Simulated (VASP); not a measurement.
# Mg2PbN2 (P-3m1) in VASP: a series of runs

Runs on Mg2PbN2. Level: LDA. Tasks: single point.

All numbers are computed with VASP 6.6.1; they aren't measurements. Logs are shortened: lines on timing, memory, paths and dates and some standing lists are left out, and cuts for length are marked.

## (1) The cell of the first run

The structure is trigonal, space group P-3m1 (No. 164). Conventional cell: a = 3.721 Å, b = 3.721 Å, c = 6.737 Å, α = 90.00°, β = 90.00°, γ = 120.00°. Mg (site symmetry 3m) has 4 N at 2.19 to 2.30 Å and 3 Mg at 2.85 Å within 2.9 Å. Within 3.9 Å of Pb (site symmetry -3m) lie 6 N at 2.94 Å and 6 Mg at 3.25 Å and 6 Pb at 3.72 Å. Within 2.9 Å of N (site symmetry 3m) lie 4 Mg at 2.19 to 2.30 Å.

## (2) Single point, LDA

Input file INCAR:

```
ALGO = Normal
EDIFF = 1E-6
ENCUT = 520
ISIF = 2
ISMEAR = -1
LASPH = T
LCHARG = F
LREAL = F
LWAVE = F
NBANDS = 22
NELM = 60
PREC = Accurate
SIGMA = 0.05
```

Input file KPOINTS:

```
k-points
0
Gamma
  6 6 4
```

Input file POSCAR:

```
Mg2PbN2
1.0
    3.7211060172      0.0000000000      0.0000000000
   -1.8605530086      3.2225796297      0.0000000000
    0.0000000000      0.0000000000      6.7365083811
Mg Pb N
2 1 2
Direct
    0.6666666667      0.3333333333      0.1387800000
    0.3333333333      0.6666666667      0.8612200000
    0.0000000000      0.0000000000      0.5000000000
    0.6666666667      0.3333333333      0.7974600000
    0.3333333333      0.6666666667      0.2025500000
```

Potentials or basis: VASP PAW LDA potentials, release 64 (Mg, Pb_d, N).

Command:

```bash
> cat potpaw_LDA.64/Mg/POTCAR potpaw_LDA.64/Pb_d/POTCAR potpaw_LDA.64/N/POTCAR > POTCAR
> mpirun -np 1 vasp_std > vasp.out
```

OUTCAR:

```text
EDIFF = 1E-6
   ENCUT = 520
   ISIF = 2
   ISMEAR = -1
   LASPH = T
   LREAL = F
   NELM = 60
   PREC = Accurate

 ion  position               nearest neighbor table
   1  0.667  0.333  0.139-   5 2.19   5 2.19   5 2.19   4 2.30   2 2.85   2 2.85   2 2.85   3 3.25
                             3 3.25   3 3.25
   2  0.333  0.667  0.861-   4 2.19   4 2.19   4 2.19   5 2.30   1 2.85   1 2.85   1 2.85   3 3.25
                             3 3.25   3 3.25
   3  0.000  0.000  0.500-   5 2.94   5 2.94   5 2.94   4 2.94   4 2.94   4 2.94   1 3.25   2 3.25
                             2 3.25   1 3.25   1 3.25   2 3.25
   4  0.667  0.333  0.797-   2 2.19   2 2.19   2 2.19   1 2.30   3 2.94   3 2.94   3 2.94
   5  0.333  0.667  0.203-   1 2.19   1 2.19   1 2.19   2 2.30   3 2.94   3 2.94   3 2.94

  LATTYP: Found a hexagonal cell.
 ALAT       =     3.7211060172
 C/A-ratio  =     1.8103511026

  Lattice vectors:

 A1 = (   3.7211060172,   0.0000000000,   0.0000000000)
 A2 = (  -1.8605530086,   3.2225796297,   0.0000000000)
 A3 = (   0.0000000000,   0.0000000000,   6.7365083811)

Analysis of symmetry for initial positions (statically):
=====================================================================
 Subroutine PRICEL returns:
 Original cell was already a primitive cell.

 Routine SETGRP: Setting up the symmetry group for a
 hexagonal supercell.

 Subroutine GETGRP returns: Found  6 space group operations
 (whereof  6 operations were pure point group operations)
 out of a pool of 24 trial point group operations.

The static configuration has the point symmetry C_3v.

Analysis of symmetry for dynamics (positions and initial velocities):
=====================================================================
 Subroutine PRICEL returns:
 Original cell was already a primitive cell.

 Routine SETGRP: Setting up the symmetry group for a
 hexagonal supercell.

 Subroutine GETGRP returns: Found  6 space group operations
 (whereof  6 operations were pure point group operations)
 out of a pool of 24 trial point group operations.

The dynamic configuration has the point symmetry C_3v.

 Subroutine INISYM returns: Found  6 space group operations
 (whereof  6 operations are pure point group operations),
 and found     1 'primitive' translations

[... 93 lines left out ...]
   ISPIN  =      1    spin polarized calculation?
   LNONCOLLINEAR =      F non collinear calculations
   LSORBIT =      F    spin-orbit coupling
   LASPH  =      T    aspherical Exc in radial PAW
   ENCUT  =  520.0 eV  38.22 Ry    6.18 a.u.   6.92  6.92 12.53*2*pi/ulx,y,z
   NELM   =     60;   NELMIN=  2; NELMDL= -5     # of ELM steps
   EDIFF  = 0.1E-05   stopping-criterion for ELM
   LREAL  =      F    real-space projection
   EDIFFG = 0.1E-04   stopping-criterion for IOM
   NSW    =      0    number of steps for IOM
   IBRION =     -1    ionic relax: 0-MD 1-quasi-New 2-CG
   NFREE  =      0    steps in history (QN), initial steepest desc. (CG)
   ISIF   =      2    stress and relaxation
   ISYM   =      2    0-nonsym 1-usesym 2-fastsym
   POTIM  = 0.5000    time-step for ionic-motion
   TEBEG  =    0.0;   TEEND  =   0.0 temperature during run
   PSTRESS=    0.0 pullay stress
   NELECT =      28.0000    total number of electrons
   NUPDOWN=      -1.0000    fix difference up-down
   EMIN   =  10.00;   EMAX   =-10.00  energy-range for DOS
   EFERMI =   0.00;   METHOD = LEGACY
   ISMEAR =    -1;   SIGMA  =   0.05  broadening in eV -4-tet -1-fermi 0-gaus
   EFERMI_NEDOS =   21; number of points for ismear=-14 and -15
   IALGO  =     38    algorithm
   IMIX   =      4    mixing-type and parameters
     AMIX     =   0.40;   BMIX     =  1.00
     AMIX_MAG =   1.60;   BMIX_MAG =  1.00
  volume/ion in A,a.u.               =      16.16       109.03
  Fermi-wavevector in a.u.,A,eV,Ry     =   1.149981  2.173149 17.993110  1.322456
  Thomas-Fermi vector in A             =   2.286648
   LORBIT       =      0    0 simple, 1 ext, 2 COOP (PROOUT), +10 PAW based schemes
   GGA     = CA    functional components
   LHFCALC =     F    Hartree Fock is set to
   AEXX    =    0.0000 exact exchange contribution
   IVDW    =     0    specifies the selected vdW correction
   LEPSILON=     F    determine dielectric tensor
   LRPA    =     F    only Hartree local field effects (RPA)
 non-spin polarized calculation
  energy-cutoff  :      520.00
  volume of cell :       80.78
 maximum number of plane-waves:      2186
   NGX = 13   NGY = 13   NGZ = 25

 number of electron      28.0000003 magnetization

 Free energy of the ion-electron system (eV)
  ---------------------------------------------------
  ext. energy  EPLUGINS =         0.00000000
  ---------------------------------------------------
  free energy    TOTEN  =       -27.16270994 eV

  energy without entropy =      -27.16104637  energy(sigma->0) =      -27.16187816

 E-fermi :   4.4940     XC(G=0): -10.3122

 val. band max:        4.0868764923   @ k =   0.1667   0.0000   0.5000
 cond. band min:       4.5138301155   @ k =   0.0000   0.0000   0.5000
 fundamental gap:      0.4269536232
 Fermi energy:         4.4939853312

 k-point     1 :       0.0000    0.0000    0.0000
  band No.  band energies     occupation
      1     -12.6128      2.00000
      2     -12.6128      2.00000
      3     -12.5647      2.00000
      4     -12.4609      2.00000
      5     -12.4608      2.00000
      6      -9.0205      2.00000
[... 589 lines left out ...]
     21      13.2070      0.00000
     22      13.2071      0.00000

------------------------ aborting loop because EDIFF is reached ----------------------------------------

  FORCE on cell =-STRESS in cart. coord.  units (eV):
  Direction    XX          YY          ZZ          XY          YZ          ZX
  --------------------------------------------------------------------------------------
  -------------------------------------------------------------------------------------
  Total       -6.3155460     -6.3155745     -6.2128393      0.0000000      0.0000000     -0.0000000
  in kB     -125.2595729   -125.2601396   -123.2225378      0.0000000      0.0000000     -0.0000000
  external PRESSURE =    -124.5807501 kB  Pullay stress =       0.0000000 kB

 VOLUME and BASIS-vectors are now :
 -----------------------------------------------------------------------------
  energy-cutoff  :      520.00
  volume of cell :       80.78
      direct lattice vectors                 reciprocal lattice vectors
     3.721106017  0.000000000  0.000000000     0.268737304  0.155155204  0.000000000
    -1.860553009  3.222579630  0.000000000     0.000000000  0.310310408  0.000000000
     0.000000000  0.000000000  6.736508381     0.000000000  0.000000000  0.148444854

 POSITION                                       TOTAL-FORCE (eV/Angst)
 -----------------------------------------------------------------------------------
      1.86055      1.07419      0.93489         0.000000     -0.000000      0.008060
     -0.00000      2.14839      5.80162         0.000000     -0.000000     -0.008040
      0.00000      0.00000      3.36825         0.000000     -0.000000     -0.000065
      1.86055      1.07419      5.37210        -0.000000     -0.000000      0.181661
     -0.00000      2.14839      1.36448         0.000000      0.000000     -0.181616
 -----------------------------------------------------------------------------------
    total drift:                                0.000000     -0.000000      0.000236

  FREE ENERGIE OF THE ION-ELECTRON SYSTEM (eV)
  ---------------------------------------------------
  free  energy   TOTEN  =       -27.1627099415 eV

  energy  without entropy=      -27.1610463713  energy(sigma->0) =      -27.16187816
```

Wall time 24 s (1 thread of Intel Xeon Platinum 8488C (Sapphire Rapids), shared host); peak memory 0.18 GiB.

Results:

```yaml
Free_energy: -27.1627 eV
Pressure: -12.5 GPa
Largest_force: 0.182 eV/Å
```

Forces on the atoms (eV/Å):
```
Mg   0.000  0.000  0.008
Mg   0.000  0.000 -0.008
Pb   0.000  0.000  0.000
N    0.000  0.000  0.182
N    0.000  0.000 -0.182
```

Stress tensor (GPa, compression positive):
```
-12.53   0.00   0.00
  0.00 -12.53   0.00
  0.00   0.00 -12.32
```

Levels at points of the mesh, in eV from the Fermi level:
```
           k point  band 12  band 13  band 14  band 15  band 16  band 17
(0.00, 0.00, 0.00)    -1.30    -1.10    -1.10     1.75     3.75     4.79
(0.50, 0.00, 0.00)    -2.20    -1.22    -0.73     0.55     2.89     3.28
(0.00, 0.00, 0.50)    -1.01    -1.01     0.02     0.12     4.73     4.73
(0.50, 0.00, 0.50)    -1.84    -1.73    -1.70     0.08     3.20     3.68
```

Caveat: spin-orbit coupling is left out, which moves the levels of the heavy elements.

## (3) Single point, LDA

This run uses another cell than the first one, of 16.75 Å³/atom, 1.037 times its volume.

Input file INCAR:

```
PREC = Accurate ; ENCUT = 520
EDIFF = 1E-6 ; ISMEAR = -1
SIGMA = 0.05 ; LREAL = F
LASPH = T ; NELM = 80
ALGO = Normal ; ISIF = 2
LWAVE = F ; LCHARG = T
GGA = CA ; LELF = T
LVHAR = T ; NBANDS = 22
```

Input file KPOINTS:

```
Automatic mesh
0
Gamma
  6 6 4
```

POSCAR, as its differences from that of step 2:

```diff
@@ -2,5 +2,5 @@
 1.0
-    3.7211060172      0.0000000000      0.0000000000
-   -1.8605530086      3.2225796297      0.0000000000
-    0.0000000000      0.0000000000      6.7365083811
+    3.7664898316      0.0000000000      0.0000000000
+   -1.8832449158      3.2618832548      0.0000000000
+    0.0000000000      0.0000000000      6.8186690197
 Mg Pb N
```

Potentials or basis: VASP PAW LDA potentials, release 64 (Mg, Pb_d, N).

Command:

```bash
> cat potpaw_LDA.64/Mg/POTCAR potpaw_LDA.64/Pb_d/POTCAR potpaw_LDA.64/N/POTCAR > POTCAR
> mpirun -np 1 vasp_std > vasp.out
```

It took 28 s on 1 thread of Intel Xeon Platinum 8488C (Sapphire Rapids), shared host; peak memory 0.19 GiB.

The run converged. Its results:

```
Free energy   : -26.9138 eV
Pressure      : -14.3 GPa
Largest force : 0.235 eV/Å
```

Forces in eV/Å, atoms in the order of the input:
```
Mg   0.000  0.000  0.015
Mg   0.000  0.000 -0.015
Pb   0.000  0.000  0.000
N    0.000  0.000  0.235
N    0.000  0.000 -0.235
```

Stress tensor (GPa, compression positive):
```
-14.44   0.00   0.00
  0.00 -14.44   0.00
  0.00   0.00 -14.07
```

Levels at points of the mesh, in eV from the Fermi level:
| k point | band 12 | band 13 | band 14 | band 15 | band 16 | band 17 |
| --- | --- | --- | --- | --- | --- | --- |
| (0.00, 0.00, 0.00) | -1.21 | -1.01 | -1.01 | 1.69 | 3.59 | 4.64 |
| (0.50, 0.00, 0.00) | -2.09 | -1.14 | -0.69 | 0.54 | 2.80 | 3.28 |
| (0.00, 0.00, 0.50) | -0.93 | -0.93 | 0.02 | 0.04 | 4.58 | 4.58 |
| (0.50, 0.00, 0.50) | -1.75 | -1.64 | -1.60 | 0.11 | 3.11 | 3.57 |

Caveat: spin-orbit coupling is left out, which moves the levels of the heavy elements.
